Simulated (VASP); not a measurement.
# Os (P6_3/mmc) in VASP: further runs

Os is run at these levels: HSE06; tasks: single point.

All numbers are computed with VASP 6.6.1; they aren't measurements. Logs are shortened: lines on timing, memory, paths and dates and some standing lists are left out, and cuts for length are marked.

### Step 1. The cell of the first run

The structure is hexagonal, space group P6_3/mmc (No. 194). The conventional cell has a = 2.731 Å, b = 2.731 Å, c = 4.282 Å, α = 90.00°, β = 90.00°, γ = 120.00°. Within 3.5 Å of Os (site symmetry -6m2) lie 12 Os at 2.66 to 2.73 Å.

### Step 2. Single point, HSE06

File POSCAR:

```
Os
1.0
    2.7311829517      0.0000000000      0.0000000000
   -1.3655914758      2.3652738185      0.0000000000
    0.0000000000      0.0000000000      4.2815655154
Os
2
Direct
    0.6666666667      0.3333333333      0.7500000000
    0.3333333333      0.6666666667      0.2500000000
```

File INCAR.step1:

```
PREC     = Accurate       # precision mode
ENCUT    = 520            # plane-wave cutoff, eV
EDIFF    = 1E-5           # SCF threshold, eV
ISMEAR   = -1             # smearing method
SIGMA    = 0.05           # smearing width, eV
LREAL    = False          # projectors in reciprocal space
LASPH    = True           # aspherical terms in the spheres
NELM     = 100            # most SCF steps
ALGO     = Normal         # electronic algorithm
ISIF     = 2              # what is computed and relaxed
LWAVE    = True           # write WAVECAR
LCHARG   = False          # write CHGCAR
NBANDS   = 15             # bands
GGA      = PE             # functional
```

File INCAR.step2:

```
PREC     = Accurate       # precision mode
ENCUT    = 520            # plane-wave cutoff, eV
EDIFF    = 1E-6           # SCF threshold, eV
ISMEAR   = -1             # smearing method
SIGMA    = 0.05           # smearing width, eV
LREAL    = False          # projectors in reciprocal space
LASPH    = True           # aspherical terms in the spheres
NELM     = 100            # most SCF steps
ALGO     = Normal         # electronic algorithm
ISIF     = 2              # what is computed and relaxed
LWAVE    = False          # write WAVECAR
LCHARG   = False          # write CHGCAR
GGA      = PE             # functional
LHFCALC  = True           # exact exchange
HFSCREEN = 0.2079         # screening, 1/A
PRECFOCK = Normal       
NBANDS   = 15             # bands
ISTART   = 1
```

File KPOINTS:

```
Automatic mesh
0
Gamma
  6 6 3
```

Potentials or basis: VASP PAW PBE potentials, release 64 (Os).

Started as:

```sh
cat potpaw_PBE.64/Os/POTCAR > POTCAR
cp INCAR.step1 INCAR
mpirun -np 1 vasp_std > vasp.out
cp INCAR.step2 INCAR
mpirun -np 1 vasp_std > vasp.out
```

OUTCAR:

```text
PREC = Accurate
   ENCUT = 520
   EDIFF = 1E-6
   ISMEAR = -1
   LREAL = False
   LASPH = True
   NELM = 100
   ISIF = 2
   GGA = PE
   LHFCALC = True
   HFSCREEN = 0.2079
   PRECFOCK = Normal
   ISTART = 1

 ion  position               nearest neighbor table
   1  0.667  0.333  0.750-   2 2.66   2 2.66   2 2.66   2 2.66   2 2.66   2 2.66
   2  0.333  0.667  0.250-   1 2.66   1 2.66   1 2.66   1 2.66   1 2.66   1 2.66

  LATTYP: Found a hexagonal cell.
 ALAT       =     2.7311829517
 C/A-ratio  =     1.5676597252

  Lattice vectors:

 A1 = (   2.7311829517,   0.0000000000,   0.0000000000)
 A2 = (  -1.3655914758,   2.3652738185,   0.0000000000)
 A3 = (   0.0000000000,   0.0000000000,   4.2815655154)

Analysis of symmetry for initial positions (statically):
=====================================================================
 Subroutine PRICEL returns:
 Original cell was already a primitive cell.

 Routine SETGRP: Setting up the symmetry group for a
 hexagonal supercell.

 Subroutine GETGRP returns: Found 24 space group operations
 (whereof 12 operations were pure point group operations)
 out of a pool of 24 trial point group operations.

The static configuration has the point symmetry D_3d.
 The point group associated with its full space group is D_6h.

Analysis of symmetry for dynamics (positions and initial velocities):
=====================================================================
 Subroutine PRICEL returns:
 Original cell was already a primitive cell.

 Routine SETGRP: Setting up the symmetry group for a
 hexagonal supercell.

 Subroutine GETGRP returns: Found 24 space group operations
 (whereof 12 operations were pure point group operations)
 out of a pool of 24 trial point group operations.

The dynamic configuration has the point symmetry D_3d.
 The point group associated with its full space group is D_6h.

 Subroutine INISYM returns: Found 24 space group operations
 (whereof 12 operations are pure point group operations),
 and found     1 'primitive' translations

----------------------------------------------------------------------------------------

                                     Primitive cell

  volume of cell :      27.6589

  direct lattice vectors                    reciprocal lattice vectors
     2.731182952  0.000000000  0.000000000     0.366141711  0.211392016  0.000000000
    -1.365591476  2.365273818  0.000000000     0.000000000  0.422784031  0.000000000
     0.000000000  0.000000000  4.281565515     0.000000000  0.000000000  0.233559430

  length of vectors
     2.731182952  2.731182952  4.281565515     0.422784031  0.422784031  0.233559430

  position of ions in fractional coordinates (direct lattice)
     0.666666667  0.333333333  0.750000000
     0.333333333  0.666666667  0.250000000

  ion indices of the primitive-cell ions
   primitive index   ion index
                 1           1
                 2           2

----------------------------------------------------------------------------------------

 KPOINTS: Automatic mesh

Automatic generation of k-mesh.
 Grid dimensions read from file:
 generate k-points for:    6    6    3

 Generating k-lattice:

  Cartesian coordinates                     Fractional coordinates (reciprocal lattice)
     0.061023619  0.035232003  0.000000000     0.166666667  0.000000000  0.000000000
     0.000000000  0.070464005  0.000000000     0.000000000  0.166666667  0.000000000
     0.000000000  0.000000000  0.077853143     0.000000000  0.000000000  0.333333333

  Length of vectors
     0.070464005  0.070464005  0.077853143

  Shift w.r.t. Gamma in fractional coordinates (k-lattice)
     0.000000000  0.000000000  0.000000000

 Subroutine IBZKPT returns following result:
 ===========================================

 Found     14 irreducible k-points:

 Following reciprocal coordinates:
            Coordinates               Weight
  0.000000  0.000000  0.000000      1.000000
  0.166667  0.000000  0.000000      6.000000
  0.333333 -0.000000  0.000000      6.000000
  0.500000  0.000000  0.000000      3.000000
  0.166667  0.166667  0.000000      6.000000
  0.333333  0.166667  0.000000     12.000000
  0.333333  0.333333  0.000000      2.000000
  0.000000  0.000000  0.333333      2.000000
  0.166667  0.000000  0.333333     12.000000
  0.333333 -0.000000  0.333333     12.000000
  0.500000  0.000000  0.333333      6.000000
  0.166667  0.166667  0.333333     12.000000
  0.333333  0.166667  0.333333     24.000000
  0.333333  0.333333  0.333333      4.000000
   k-points           NKPTS =     14   k-points in BZ     NKDIM =    108   number of bands    NBANDS=     15
   number of dos      NEDOS =    301   number of ions     NIONS =      2
   total plane-waves  NPLWV =  12800
   dimension x,y,z NGX =    20 NGY =   20 NGZ =   32
   dimension x,y,z NGXF=    40 NGYF=   40 NGZF=   64
   ions per type =               2
   NGX,Y,Z   is equivalent  to a cutoff of  12.17, 12.17, 12.43 a.u.
   NGXF,Y,Z  is equivalent  to a cutoff of  24.35, 24.35, 24.85 a.u.
 SYSTEM =  unknown system
   PREC   = accura    normal or accurate (medium, high low for compatibility)
   ISTART =      1    job   : 0-new  1-cont  2-samecut
   ICHARG =      0    charge: 1-file 2-atom 10-const
   ISPIN  =      1    spin polarized calculation?
   LNONCOLLINEAR =      F non collinear calculations
   LSORBIT =      F    spin-orbit coupling
   LASPH  =      T    aspherical Exc in radial PAW
   ENCUT  =  520.0 eV  38.22 Ry    6.18 a.u.   5.08  5.08  7.96*2*pi/ulx,y,z
   NELM   =    100;   NELMIN=  2; NELMDL=  0     # of ELM steps
   EDIFF  = 0.1E-05   stopping-criterion for ELM
   LREAL  =      F    real-space projection
   EDIFFG = 0.1E-04   stopping-criterion for IOM
   NSW    =      0    number of steps for IOM
   IBRION =     -1    ionic relax: 0-MD 1-quasi-New 2-CG
   NFREE  =      0    steps in history (QN), initial steepest desc. (CG)
   ISIF   =      2    stress and relaxation
   ISYM   =      3    0-nonsym 1-usesym 2-fastsym
   POTIM  = 0.5000    time-step for ionic-motion
   TEBEG  =    0.0;   TEEND  =   0.0 temperature during run
   PSTRESS=    0.0 pullay stress
   NELECT =      16.0000    total number of electrons
   NUPDOWN=      -1.0000    fix difference up-down
   EMIN   =  10.00;   EMAX   =-10.00  energy-range for DOS
   EFERMI =   0.00;   METHOD = LEGACY
   ISMEAR =    -1;   SIGMA  =   0.05  broadening in eV -4-tet -1-fermi 0-gaus
   EFERMI_NEDOS =   21; number of points for ismear=-14 and -15
   IALGO  =     38    algorithm
   IMIX   =      1    mixing-type and parameters
     AMIX     =   0.40;   BMIX     =  1.00
     AMIX_MAG =   1.60;   BMIX_MAG =  1.00
  volume/ion in A,a.u.               =      13.83        93.33
  Fermi-wavevector in a.u.,A,eV,Ry     =   1.364070  2.577718 25.316171  1.860686
  Thomas-Fermi vector in A             =   2.490418
   LORBIT       =      0    0 simple, 1 ext, 2 COOP (PROOUT), +10 PAW based schemes
   GGA     = PE    functional components
   LHFCALC =     T    Hartree Fock is set to
   PRECFOCK=normal    Normal, Fast or Accurate (Low or Medium for compatibility)
   ENCUT4O =  -1.0   cutoff for four orbital integrals eV
   NKREDX  =     1    reduce k-point grid by
   NKREDY  =     1    reduce k-point grid by
   NKREDZ  =     1    reduce k-point grid by
   AEXX    =    0.2500 exact exchange contribution
   HFSCREEN=    0.2079 screening length (either q_TF or 0.3 A-1)
   HFSCREENC=   0.2079 screening length for correlation (either q_TF or 0.3 A-1)
   ENCUTFOCK=  -1.0 apply spherical cutoff to Coloumb kernel
   IVDW    =     0    specifies the selected vdW correction
   LEPSILON=     F    determine dielectric tensor
   LRPA    =     F    only Hartree local field effects (RPA)
 non-spin polarized calculation
  energy-cutoff  :      520.00
  volume of cell :       27.66
 maximum number of plane-waves:       759
  NGX = 16; NGY = 16; NGZ = 28

 number of electron      15.9999999 magnetization

 Free energy of the ion-electron system (eV)
  ---------------------------------------------------
  ext. energy  EPLUGINS =         0.00000000
  ---------------------------------------------------
  free energy    TOTEN  =       -25.84312516 eV

  energy without entropy =      -25.83660070  energy(sigma->0) =      -25.83986293

 E-fermi :   9.3807     XC(G=0): -11.4626

 val. band max:        9.3309710602   @ k =   0.1667   0.1667   0.0000
 cond. band min:       9.5179344095   @ k =   0.1667   0.0000   0.3333
 fundamental gap:      0.1869633494
 Fermi energy:         9.3807076584

 k-point     1 :       0.0000    0.0000    0.0000
  band No.  band energies     occupation
      1      -2.9264      2.00000
      2       0.4827      2.00000
      3       5.7166      2.00000
      4       5.7166      2.00000
      5       6.2080      2.00000
      6       6.6533      2.00000
      7       6.6533      2.00000
      8       7.2686      2.00000
      9       7.2686      2.00000
     10       9.2555      1.84873
     11      11.3760      0.00000
     12      11.3760      0.00000
     13      19.7866      0.00000
     14      24.3864      0.00000
     15      27.3925      0.00000

 k-point     2 :       0.1667    0.0000    0.0000
  band No.  band energies     occupation
      1      -1.7390      2.00000
      2       1.4253      2.00000
      3       4.4689      2.00000
      4       5.4929      2.00000
      5       6.0405      2.00000
      6       6.5355      2.00000
      7       6.8899      2.00000
      8       7.4161      2.00000
      9       7.5415      2.00000
     10       7.7443      2.00000
     11      11.8384      0.00000
     12      15.3513      0.00000
     13      19.6189      0.00000
     14      26.2748      0.00000
     15      28.1997      0.00000
[... 185 lines left out ...]
      3       2.9533      2.00000
      4       4.3842      2.00000
      5       4.8257      2.00000
      6       6.5758      2.00000
      7       7.4479      2.00000
      8       8.9802      1.99934
      9      11.0357      0.00000
     10      12.5922      0.00000
     11      14.1331      0.00000
     12      15.9461      0.00000
     13      19.8574      0.00000
     14      21.9994      0.00000
     15      23.9203      0.00000

 k-point    14 :       0.3333    0.3333    0.3333
  band No.  band energies     occupation
      1       2.7045      2.00000
      2       2.7045      2.00000
      3       2.7513      2.00000
      4       3.9899      2.00000
      5       5.2997      2.00000
      6       5.2997      2.00000
      7       7.4452      2.00000
      8       8.8419      1.99996
      9      11.4107      0.00000
     10      11.4107      0.00000
     11      17.2430      0.00000
     12      17.2430      0.00000
     13      20.1853      0.00000
     14      21.7257      0.00000
     15      21.7257      0.00000

------------------------ aborting loop because EDIFF is reached ----------------------------------------

  FORCE on cell =-STRESS in cart. coord.  units (eV):
  Direction    XX          YY          ZZ          XY          YZ          ZX
  --------------------------------------------------------------------------------------
  -------------------------------------------------------------------------------------
  Total        0.2532114      0.2532114      0.2940733      0.0000000     -0.0000000      0.0000000
  in kB       14.6675984     14.6675984     17.0345788      0.0000000     -0.0000000      0.0000000
  external PRESSURE =      15.4565919 kB  Pullay stress =       0.0000000 kB

 VOLUME and BASIS-vectors are now :
 -----------------------------------------------------------------------------
  energy-cutoff  :      520.00
  volume of cell :       27.66
      direct lattice vectors                 reciprocal lattice vectors
     2.731182952  0.000000000  0.000000000     0.366141711  0.211392016  0.000000000
    -1.365591476  2.365273818  0.000000000     0.000000000  0.422784031  0.000000000
     0.000000000  0.000000000  4.281565515     0.000000000  0.000000000  0.233559430

 POSITION                                       TOTAL-FORCE (eV/Angst)
 -----------------------------------------------------------------------------------
      1.36559      0.78842      3.21117        -0.000000     -0.000000     -0.000000
     -0.00000      1.57685      1.07039         0.000000      0.000000      0.000000
 -----------------------------------------------------------------------------------
    total drift:                               -0.000000      0.000000      0.000001

  FREE ENERGIE OF THE ION-ELECTRON SYSTEM (eV)
  ---------------------------------------------------
  free  energy   TOTEN  =       -25.8431251566 eV

  energy  without entropy=      -25.8366006999  energy(sigma->0) =      -25.83986293
```

Wall time 13 min (1 thread of Intel Xeon Platinum 8259CL at 2.50GHz (Skylake/Cascade Lake), shared host); peak memory 0.26 GiB.

What came out:

```yaml
Free_energy: -25.8431 eV
Pressure: 1.5 GPa
Band_gap_on_the_k_mesh: zero (bands 8 and 9 overlap by 4.50 eV)
```

Caveat: the k points lie up to 0.49 Å⁻¹ apart, too coarse for converged energies and pressures of a metal; the PAW data sets were made with another functional, which shifts forces and pressure a little; spin-orbit coupling is left out, which moves the levels of the heavy elements.

### Step 3. Single point, HSE06

This run uses another cell than the first one, of 14.26 Å³/atom.

File POSCAR:

```
Os
1.0
    2.7522071502      0.0000000000      0.0000000000
   -1.3761035751      2.3834813086      0.0000000000
    0.0000000000      0.0000000000      4.3483081185
Os
2
Direct
    0.6666666667      0.3333333333      0.7500000000
    0.3333333333      0.6666666667      0.2500000000
```

File INCAR.step1:

```
PREC = Accurate
ENCUT = 520
EDIFF = 1E-5
ISMEAR = -1
SIGMA = 0.05
LREAL = F
LASPH = T
NELM = 100
ALGO = Normal
ISIF = 2
LWAVE = T
LCHARG = F
GGA = PE
NBANDS = 15
```

File INCAR.step2:

```
PREC = Accurate
ENCUT = 520
EDIFF = 1E-7
ISMEAR = -1
SIGMA = 0.05
LREAL = F
LASPH = T
NELM = 100
ALGO = Normal
ISIF = 2
LWAVE = F
LCHARG = F
GGA = PE
LHFCALC = T
HFSCREEN = 0.2079
PRECFOCK = Normal
ISTART = 1
NBANDS = 15
```

KPOINTS is that of step 2.

Potentials or basis: VASP PAW PBE potentials, release 64 (Os).

Started as:

```sh
cat potpaw_PBE.64/Os/POTCAR > POTCAR
cp INCAR.step1 INCAR
mpirun -np 1 vasp_std > vasp.out
cp INCAR.step2 INCAR
mpirun -np 1 vasp_std > vasp.out
```

It took 22 min on 1 thread of Intel Xeon Platinum 8259CL at 2.50GHz (Skylake/Cascade Lake), shared host; peak memory 0.25 GiB.

It converged, with:

```
Free energy            : -25.8126 eV
Pressure               : -11.8 GPa
Band gap on the k mesh : zero (bands 8 and 9 overlap by 4.30 eV)
```

Stress tensor (GPa, compression positive):
```
-10.14   0.00   0.00
  0.00 -10.14   0.00
  0.00   0.00 -15.05
```

Levels at points of the mesh, in eV from the Fermi level:
```
           k point  band 5  band 6  band 7  band 8  band 9  band 10  band 11  band 12
(0.00, 0.00, 0.00)   -3.15   -2.65   -2.65   -1.98   -1.98    -0.24     1.90     1.90
(0.50, 0.00, 0.00)   -3.29   -3.03   -2.17    2.32    2.91     2.93     4.89     6.26
```

Caveat: the k points lie up to 0.48 Å⁻¹ apart, too coarse for converged energies and pressures of a metal; the PAW data sets were made with another functional, which shifts forces and pressure a little; spin-orbit coupling is left out, which moves the levels of the heavy elements.

### Step 4. Single point, HSE06

This run uses another cell than the first one, of 14.54 Å³/atom.

File POSCAR:

```
Os
1.0
    2.7700791260      0.0000000000      0.0000000000
   -1.3850395630      2.3989588936      0.0000000000
    0.0000000000      0.0000000000      4.3765446767
Os
2
Direct
    0.6666666667      0.3333333333      0.7500000000
    0.3333333333      0.6666666667      0.2500000000
```

File INCAR.step1:

```
SYSTEM = Os
PREC     = Accurate       ! precision mode
ENCUT    = 520            ! plane-wave cutoff, eV
EDIFF    = 1E-5           ! SCF threshold, eV
ISMEAR   = -1             ! smearing method
SIGMA    = 0.05           ! smearing width, eV
LREAL    = .FALSE.        ! projectors in reciprocal space
LASPH    = .TRUE.         ! aspherical terms in the spheres
NELM     = 100            ! most SCF steps
ALGO     = Normal         ! electronic algorithm
ISIF     = 2              ! what is computed and relaxed
LWAVE    = .TRUE.         ! write WAVECAR
LCHARG   = .FALSE.        ! write CHGCAR
GGA      = PE             ! functional
NBANDS   = 15             ! bands
```

File INCAR.step2:

```
SYSTEM = Os
PREC     = Accurate       ! precision mode
ENCUT    = 520            ! plane-wave cutoff, eV
EDIFF    = 1E-7           ! SCF threshold, eV
ISMEAR   = -1             ! smearing method
SIGMA    = 0.05           ! smearing width, eV
LREAL    = .FALSE.        ! projectors in reciprocal space
LASPH    = .TRUE.         ! aspherical terms in the spheres
NELM     = 100            ! most SCF steps
ALGO     = Normal         ! electronic algorithm
ISIF     = 2              ! what is computed and relaxed
LWAVE    = .FALSE.        ! write WAVECAR
LCHARG   = .FALSE.        ! write CHGCAR
GGA      = PE             ! functional
LHFCALC  = .TRUE.         ! exact exchange
HFSCREEN = 0.2079         ! screening, 1/A
PRECFOCK = Normal       
ISTART   = 1            
NBANDS   = 15             ! bands
```

File KPOINTS:

```
Automatic mesh
0
G
  6 6 3
  0 0 0
```

Started as:

```sh
cat potpaw_PBE.64/Os/POTCAR > POTCAR
cp INCAR.step1 INCAR
mpirun -np 1 vasp_std > vasp.out
cp INCAR.step2 INCAR
mpirun -np 1 vasp_std > vasp.out
```

Wall time 23 min (1 thread of Intel Xeon Platinum 8259CL at 2.50GHz (Skylake/Cascade Lake), shared host); peak memory 0.25 GiB.

Results (log left out):

| Quantity | Value |
| --- | --- |
| Free energy | -25.7588 eV |
| Pressure | -19.1 GPa |
| Band gap on the k mesh | zero (bands 8 and 9 overlap by 4.19 eV) |

Stress tensor (GPa, compression positive):
```
-17.40   0.00   0.00
  0.00 -17.40   0.00
  0.00   0.00 -22.47
```

Levels at points of the mesh, in eV from the Fermi level:
| k point | band 4 | band 5 | band 6 | band 7 | band 8 | band 9 | band 10 | band 11 | band 12 | band 13 |
| --- | --- | --- | --- | --- | --- | --- | --- | --- | --- | --- |
| (0.00, 0.00, 0.00) | -3.41 | -3.06 | -2.58 | -2.58 | -1.93 | -1.93 | -0.22 | 1.84 | 1.84 | 9.67 |
| (0.50, 0.00, 0.00) | -4.05 | -3.23 | -2.96 | -2.12 | 2.25 | 2.82 | 2.83 | 4.76 | 6.11 | 9.95 |

Caveat: the k points lie up to 0.48 Å⁻¹ apart, too coarse for converged energies and pressures of a metal; the PAW data sets were made with another functional, which shifts forces and pressure a little; spin-orbit coupling is left out, which moves the levels of the heavy elements.

(Part 1 of 2 ends here.)
